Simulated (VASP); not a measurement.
Write the native input for VASP 6.6.1 that does the following.

| Property | Result |
| --- | --- |
| Task | single point |
| Functional | PBE |
| Potentials or basis | VASP PAW PBE potentials, release 64 (Cu) |
| Cutoff | 520 eV |
| k mesh | 10 × 10 × 1 |
| Occupations | methfessel-paxton, width 0.1 eV |
| Spin | no spin polarisation |
| Dipole correction | yes |
| Further INCAR settings | ALGO = Normal; EDIFF = 1e-06; NBANDS = 54; NELMDL = -8 |

The structure of Cu lies in POSCAR:

```
Cu
1.0
    3.6734772213      0.0000000000      0.0000000000
    0.0000000000      3.6734772213      0.0000000000
    0.0000000000      0.0000000000     27.7827450876
Cu
8
Direct
    0.5000000000      0.0000000000      0.6012205802
    0.0000000000      0.5000000000      0.6012205802
    0.0000000000      0.0000000000      0.6638433769
    0.5000000000      0.5000000000      0.6635081326
    0.5000000000      0.0000000000      0.7285963857
    0.0000000000      0.5000000000      0.7285963857
    1.0000000000      0.0000000000      0.7907433682
    0.5000000000      0.5000000000      0.7906505373
```

The input as run:

INCAR

```
SYSTEM = Cu
PREC     = Accurate       ! precision mode
ENCUT    = 520            ! plane-wave cutoff, eV
EDIFF    = 1E-6           ! SCF threshold, eV
ISMEAR   = 1              ! smearing method
SIGMA    = 0.1            ! smearing width, eV
LREAL    = .False.        ! projectors in reciprocal space
LASPH    = .True.         ! aspherical terms in the spheres
NELM     = 120            ! most SCF steps
ALGO     = Normal         ! electronic algorithm
ISIF     = 2              ! what is computed and relaxed
LWAVE    = .False.        ! write WAVECAR
LCHARG   = .True.         ! write CHGCAR
LDIPOL   = .True.       
IDIPOL   = 3            
DIPOL    = 0.5 0.5 0.696
GGA      = PE             ! functional
LELF     = .True.         ! ELF
LVHAR    = .True.       
LVACPOTAV= .True.       
NBANDS   = 54             ! bands
GGA_COMPAT= .False.      
NELMDL   = -8
```

KPOINTS

```
Automatic mesh
0
Gamma
  10 10 1
  0 0 0
```

Potentials or basis: VASP PAW PBE potentials, release 64 (Cu).

Launch:

```sh
$ cat potpaw_PBE.64/Cu/POTCAR > POTCAR
$ mpirun -np 1 vasp_std > vasp.out
```

It gave:

| Quantity | Value |
| --- | --- |
| Largest force | 0.048 eV/Å |
| Band gap on the k mesh | zero (bands 44 and 45 overlap by 1.30 eV) |

It took 18 min on 1 thread of Oxide Virtual Turin-like Processor (shared host), peak memory 0.53 GiB.
